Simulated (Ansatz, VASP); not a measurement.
**Na2S in VASP and in Ansatz**

File INCAR:

```
SYSTEM = Na2S
PREC     = Accurate       ! precision mode
ENCUT    = 500            ! plane-wave cutoff, eV
EDIFF    = 1E-6           ! SCF threshold, eV
ISMEAR   = 0              ! smearing method
SIGMA    = 0.02           ! smearing width, eV
LREAL    = .False.        ! projectors in reciprocal space
LASPH    = .True.         ! aspherical terms in the spheres
NELM     = 120            ! most SCF steps
ALGO     = Normal         ! electronic algorithm
ISIF     = 2              ! what is computed and relaxed
LWAVE    = .False.        ! write WAVECAR
LCHARG   = .False.        ! write CHGCAR
GGA      = PS             ! functional
NBANDS   = 17             ! bands
GGA_COMPAT= .False.
```

Contents of KPOINTS:

```
Automatic mesh
0
Gamma
  8 8 8
  0 0 0
```

File POSCAR:

```
Na2S
1.0
    0.0000000000      3.2980000000      3.2980000000
    3.2980000000      0.0000000000      3.2980000000
    3.2980000000      3.2980000000      0.0000000000
S Na
1 2
Direct
    0.0000000000      0.0000000000      0.0000000000
    0.2500000000      0.2500000000      0.2500000000
    0.7500000000      0.7500000000      0.7500000000
```

Input for Ansatz:

```yaml
crystal:
  lattice:
    - [0.0, 3.298, 3.298]
    - [3.298, 0.0, 3.298]
    - [3.298, 3.298, 0.0]
  atoms:
    - { symbol: S, position: [0.0, 0.0, 0.0] }
    - { symbol: Na, position: [0.25, 0.25, 0.25] }
    - { symbol: Na, position: [0.75, 0.75, 0.75] }
basis:
  ecutwfc: 420
kpoints:
  mp_grid: { grid: [8, 8, 8] }
hamiltonian:
  xc: pbesol
scf:
  occupations: { method: gaussian, width: 0.02 }
output:
  forces: true
  stress: true
  eigenvalues: true
```

Alike in both runs: task single point; functional PBEsol; k mesh 8 × 8 × 8; occupations gaussian, width 0.02 eV; no spin polarisation.

|  | VASP | Ansatz |
| --- | --- | --- |
| version | VASP 6.6.1 | Ansatz 0.2.0 |
| potentials or method | VASP PAW PBE potentials, release 64 (S, Na_pv), cutoff 500 eV | scalar-relativistic, plane waves, PAW |
| valence electrons in the cell | 20 | 24 |

```csv
,VASP,Ansatz,Ansatz less VASP
gap on the k mesh at the Fermi level (eV),2.29,2.29,+0.003
least direct gap on the mesh (eV),2.29,2.29,+0.003
pressure (GPa),-1.1,-1.2,-0.04
```

VASP's potentials were made for PBE, not for PBEsol. The functional is the same, so the differences come from potentials, cutoffs and numerics. VASP's potentials hold 20 valence electrons a cell and Ansatz's 24, so a difference there can come from the potentials and not from the codes.
